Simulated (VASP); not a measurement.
Input of a VASP 6.6.1 run:

File INCAR:

```
SYSTEM = Ti16S
PREC = Accurate ; ENCUT = 520
EDIFF = 1E-7 ; ISMEAR = 0
SIGMA = 0.1 ; LREAL = Auto
LASPH = .True. ; NELM = 100
ALGO = Normal ; ISIF = 2
LWAVE = .False. ; LCHARG = .False.
LDIPOL = .True. ; IDIPOL = 3
DIPOL = 0.5 0.5 0.329 ; GGA = PE
NBANDS = 113
```

File KPOINTS:

```
Automatic mesh
0
Gamma
  4 4 1
  0 0 0
```

File POSCAR:

```
Ti16S
1.0
    6.5106718526      0.0000000000      0.0000000000
    0.0000000000      6.5106718526      0.0000000000
    0.0000000000      0.0000000000     20.1793674177
Ti S
16 1
Direct
    0.2500000000      0.2500000000      0.1982222692
    0.2500000000      0.7500000000      0.1982222692
    0.7500000000      0.2500000000      0.1982222692
    0.7500000000      0.7500000000      0.1982222692
    0.0000000000      0.0000000000      0.2788822785
    0.0000000000      0.5000000000      0.2788822785
    0.5000000000      0.0000000000      0.2788822785
    0.5000000000      0.5000000000      0.2788822785
    0.2500000000      0.2500000000      0.3551865279
    0.2500000000      0.7500000000      0.3551865279
    0.7500000000      0.2500000000      0.3551865279
    0.7500000000      0.7500000000      0.3551865279
    0.0000000000      0.0000000000      0.4301109761
    0.0000000000      0.5000000000      0.4301109761
    0.5000000000      0.0000000000      0.4301109761
    0.5000000000      0.5000000000      0.4301109761
    0.0000000000      0.0000000000      0.5375715526
```

Potentials or basis: VASP PAW PBE potentials, release 64 (Ti_sv, S).

Command:

```bash
$ cat potpaw_PBE.64/Ti_sv/POTCAR potpaw_PBE.64/S/POTCAR > POTCAR
$ mpirun -np 1 vasp_std > vasp.out
```

**Question.** Estimate the largest force.

**Answer.** 0.826 eV/Å.

**Question.** Predict the band gap on the k mesh.

**Answer.** Zero (bands 99 and 100 overlap by 0.15 eV).

Forces in eV/Å, atoms in the order of the input:
```
Ti  -0.006 -0.006  0.577
Ti  -0.006  0.006  0.577
Ti   0.006 -0.006  0.577
Ti   0.006  0.006  0.577
Ti   0.000  0.000 -0.808
Ti   0.000  0.000 -0.487
Ti   0.000  0.000 -0.487
Ti   0.000  0.000 -0.481
Ti   0.336  0.336 -0.301
Ti   0.336 -0.336 -0.301
Ti  -0.336  0.336 -0.301
Ti  -0.336 -0.336 -0.301
Ti   0.000  0.000  0.826
Ti   0.000  0.000  0.334
Ti   0.000  0.000  0.334
Ti   0.000  0.000 -0.319
S    0.000  0.000 -0.017
```
